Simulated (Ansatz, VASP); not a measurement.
# VSi6Ru2 in VASP and in Ansatz

```
V Si Ru
1.0
     0.00000    4.02145    4.02145
     4.02145    0.00000    4.02145
     4.02145    4.02145    0.00000
V Si Ru
1 6 2
Cartesian
  0.0000 0.0000 0.0000
  4.0215 4.0215 5.7526
  4.0215 2.2903 4.0215
  2.2903 4.0215 4.0215
  4.0215 4.0215 2.2903
  4.0215 5.7526 4.0215
  5.7526 4.0215 4.0215
  6.0322 6.0322 6.0322
  2.0107 2.0107 2.0107
```

Change from the starting cell: species swapped into the Mg2H6Os type (Fm-3m, No. 225).

Alike in both runs: functional PBE; k mesh 4 × 4 × 4; occupations gaussian, width 0.1 eV; collinear spin.

Ansatz relaxed the structure, and its values are those at the end. VASP's run is a single point on that final structure, the one shown.

|  | VASP | Ansatz |
| --- | --- | --- |
| version | VASP 6.6.1 | Ansatz 0.2.0 |
| potentials or method | VASP PAW PBE potentials, release 64 (V_sv, Si, Ru_pv), cutoff 520 eV | scalar-relativistic, plane waves, PAW |
| valence electrons in the cell | 65 | 69 |

|  | VASP | Ansatz | Ansatz less VASP |
| --- | --- | --- | --- |
| gap on the k mesh at the Fermi level (eV) | none | none | - |
| pressure (GPa) | 0.2 | 0.3 | +0.07 |
| rms of the force components (eV/Å) | 0.002 | 0.010 | +0.0082 |
| net moment per atom (μB) | 0.15 | 0.15 | -0.001 |
| size of the moment on the site where the two differ most (μB) | 0.20 | 0.16 | -0.033 |

Site moments also hang on the region over which each program counts them. A gap of «none» marks a metal or a gap that the smearing closes. The functional is the same, so the differences come from potentials, cutoffs and numerics. VASP's potentials hold 65 valence electrons a cell and Ansatz's 69, so a difference there can come from the potentials and not from the codes.
